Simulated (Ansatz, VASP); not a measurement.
## Two plane-wave programs on ScAl3N4

File INCAR:

```
SYSTEM = ScAl3N4
ALGO = Normal
EDIFF = 1E-7
EDIFFG = -0.002
ENCUT = 600
GGA = PE
IBRION = 2
ISIF = 3
ISMEAR = 0
LASPH = .TRUE.
LCHARG = .FALSE.
LREAL = .FALSE.
LWAVE = .FALSE.
NELM = 100
NSW = 100
PREC = Accurate
SIGMA = 0.02
```

File KPOINTS:

```
k-points
0
G
  8 8 8
  0 0 0
```

The input POSCAR:

```
ScAl3N4
1.0
   -3.2266290468      0.0000000000      0.0000000000
    0.0000000000      5.6297354043      0.0002492395
    1.6133145234     -2.8150937901     -5.0941100070
Sc Al N
1 3 4
Direct
    0.0048335613      0.3350692546      0.0096671226
    0.5003292792      0.8367787380      0.0006585584
    0.7533407436      0.4167431221      0.5066814872
    0.2456675251      0.9163638912      0.4913350503
    0.8000395568      0.1306179499      0.6000791137
    0.3064911552      0.6432953640      0.6129823105
    0.5678856316      0.2140788979      0.1357712632
    0.0574125470      0.7430527824      0.1148250941
```

Input for Ansatz:

```yaml
crystal:
  lattice:
    - [-3.2266290468, 0.0, 0.0]
    - [0.0, 5.6297354043, 0.0002492395]
    - [1.6133145234, -2.8150937901, -5.094110007]
  atoms:
    - { symbol: Sc, position: [0.0048335613, 0.3350692546, 0.0096671226] }
    - { symbol: Al, position: [0.5003292792, 0.836778738, 0.0006585584] }
    - { symbol: Al, position: [0.7533407436, 0.4167431221, 0.5066814872] }
    - { symbol: Al, position: [0.2456675251, 0.9163638912, 0.4913350503] }
    - { symbol: "N", position: [0.8000395568, 0.1306179499, 0.6000791137] }
    - { symbol: "N", position: [0.3064911552, 0.643295364, 0.6129823105] }
    - { symbol: "N", position: [0.5678856316, 0.2140788979, 0.1357712632] }
    - { symbol: "N", position: [0.057412547, 0.7430527824, 0.1148250941] }
basis:
  ecutwfc: 420
kpoints:
  mp_grid: { grid: [8, 8, 8] }
hamiltonian:
  xc: pbe
  pseudopotentials: { kind: paw, azcp: { folder: soft_1 } }
scf:
  occupations: { method: gaussian, width: 0.02 }
output:
  forces: true
  stress: true
  eigenvalues: true
  write_density: true
  write_potential: true
  elf: true
  volumetric_format: npy
relax:
  adjacent_minimum: "off"
  f_tol: 0.002
  max_steps: 80
  cell: { stress_tol: 0.02 }
```

Alike in both runs: task relaxation of cell and atoms; functional PBE; k mesh 8 × 8 × 8; occupations gaussian, width 0.02 eV; no spin polarisation.

|  | VASP | Ansatz |
| --- | --- | --- |
| version | VASP 6.6.1 | Ansatz 0.2.0 |
| potentials or method | VASP PAW PBE potentials, release 64 (Sc_sv, Al, N), cutoff 600 eV | scalar-relativistic, plane waves, PAW |
| valence electrons in the cell | 40 | 40 |

Ansatz gave:

- gap on the k mesh at the Fermi level, each at its own relaxed structure (eV): 3.58
- relaxed volume (Å³/atom): 11.57
- relaxed length of the cell vector where the two differ most in proportion (Å): 6.043

Question: What did VASP give for the same quantities?

Answer: gap on the k mesh at the Fermi level, each at its own relaxed structure (eV): 3.59; relaxed volume (Å³/atom): 11.57; relaxed length of the cell vector where the two differ most in proportion (Å): 6.044.
